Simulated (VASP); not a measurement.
Runs of VASP 6.6.1 on Ge. The structure is that of space group P6_3/mmc (No. 194), or close to it. The cells are those of the table. 

| cell | gap on the mesh (eV) | pressure (GPa) | largest force (eV/Å) |
| --- | --- | --- | --- |
| a = 3.025, b = 3.025, c = 4.728 Å, angles 90.0, 90.0, 121.1°, 2 atoms | none | -0.6 | 0.01 |
| a = 3.014, b = 3.014, c = 4.728 Å, angles 90.0, 90.0, 120.8°, 2 atoms | none | -0.3 | 0.01 |
| a = 3.002, b = 3.002, c = 4.728 Å, angles 90.0, 90.0, 120.6°, 2 atoms | none | (b) | 0.01 |
| a = 3.031, b = 3.031, c = 4.728 Å, angles 90.0, 90.0, 121.2°, 2 atoms | none | (a) | 0.02 |
| a = 3.036, b = 3.036, c = 4.728 Å, angles 90.0, 90.0, 121.3°, 2 atoms | none | -1.0 | 0.02 |

Alike in all rows: task single point; level PBEsol; potentials or basis VASP PAW PBE potentials, release 64 (Ge_d); no spin polarisation; k mesh 18 × 18 × 10; cutoff (eV) 520; smearing gaussian 0.15 eV.

Problem. Estimate the missing entries.

Solution. (a) -0.8; (b) 0.1.

Caveats: the PAW data sets were made with another functional, which shifts forces and pressure a little.

A k mesh can miss the band edges, and the runs leave out spin-orbit coupling on Ge.

A gap of «none» marks levels without a gap at the run's occupations.
